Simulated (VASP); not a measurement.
# CdTe (rocksalt type): single point with PBEsol

CdTe (rocksalt type):

```
Cd Te
1.0
     0.00000    2.87417    2.87417
     2.87417    0.00000    2.87417
     2.87417    2.87417    0.00000
Cd Te
1 1
Direct
  0.00000 0.00000 0.00000
  0.50000 0.50000 0.50000
```

This cell differs from its parent crystal: volume scaled by 0.88.

* Program: VASP 6.6.1
* Task: single point
* Functional: PBEsol
* Potentials or basis: VASP PAW PBE potentials, release 64 (Cd, Te)
* Cutoff: 520 eV
* k mesh: 13 × 13 × 13
* Occupations: fermi-dirac, width 0.05 eV
* Spin: no spin polarisation
* Dipole correction: no
* Further INCAR settings: ALGO = Normal; EDIFF = 1e-06; NBANDS = 16

```yaml
Pressure: 10.3 GPa
Band_gap_on_the_k_mesh: zero (band 9 reaches 5.97 eV, above the bottom of band 10 at 4.41 eV)
```

Levels at points of the mesh, in eV from the Fermi level:
```tsv
k point	band 7	band 8	band 9	band 10	band 11	band 12
(0.00, 0.00, 0.00)	-0.64	-0.64	-0.64	1.27	7.15	7.15
```

It took 45 s on 1 thread of Intel(R) Xeon(R) Platinum 8488C (Sapphire Rapids) (shared host), peak memory 0.21 GiB.

Caveat: the PAW data sets were made with another functional, which shifts forces and pressure a little; spin-orbit coupling is left out, which moves the levels of the heavy elements.
